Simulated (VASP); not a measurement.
The system is Ir.

```xyz
2
Lattice="2.7514 0.0000 0.0000 -1.3757 2.3828 0.0000 0.0000 0.0000 4.4623" Properties=species:S:1:pos:R:3 pbc="T T T"
Ir    1.3757    0.7943    3.3467
Ir    0.0000    1.5885    1.1156
```

```yaml
Program: VASP 6.6.1
Task: relaxation of cell and atoms
Functional: PBEsol
Dispersion: D3(BJ)
Potentials_or_basis: VASP PAW PBE potentials, release 64 (Ir)
Cutoff: 600 eV
k_mesh: 12 × 12 × 7
Occupations: fermi-dirac, width 0.01 eV
Spin: no spin polarisation
```

At the start: pressure -19.5 GPa; volume 14.63 Å³/atom.

Q: Where does the relaxation end?

A: Over 17 steps the energy falls by 50.4 meV/atom and the volume is 13.85 Å³/atom (-5.3 %); space group P6_3/mmc (No. 194, to 0.05 Å).

Step by step:
```csv
step,energy change (eV),largest force (eV/Å),pressure (GPa),volume (Å³)
1,0.0000,0.0000,-19.52,29.25
2,1.9464,0.0000,151.13,22.34
3,-0.0994,0.0000,-2.10,27.85
4,-0.1003,0.0000,-0.63,27.74
5,-0.1004,0.0000,0.02,27.70
6,-0.1007,0.0000,0.01,27.70
7,-0.1007,0.0000,0.01,27.70
8,-0.1007,0.0000,0.01,27.70
9,-0.1006,0.0000,0.01,27.70
10,-0.1007,0.0000,0.02,27.70
11,-0.1007,0.0000,-0.06,27.70
12,-0.1007,0.0000,0.00,27.70
13,-0.1007,0.0000,-0.01,27.70
14,-0.1007,0.0000,0.01,27.70
15,-0.1007,0.0000,0.00,27.70
16,-0.1007,0.0000,0.00,27.70
17,-0.1007,0.0000,0.00,27.70
```

Final structure:
```xyz
2
Lattice="2.6975 0.0000 0.0000 -1.3487 2.3361 0.0000 0.0000 0.0000 4.3958" Properties=species:S:1:pos:R:3 pbc="T T T"
Ir    1.3487    0.7787    3.2968
Ir    0.0000    1.5574    1.0989
```

Caveat: the PAW data sets were made with another functional, which shifts forces and pressure a little; pairwise dispersion overbinds metals, which lowers pressure and volume.
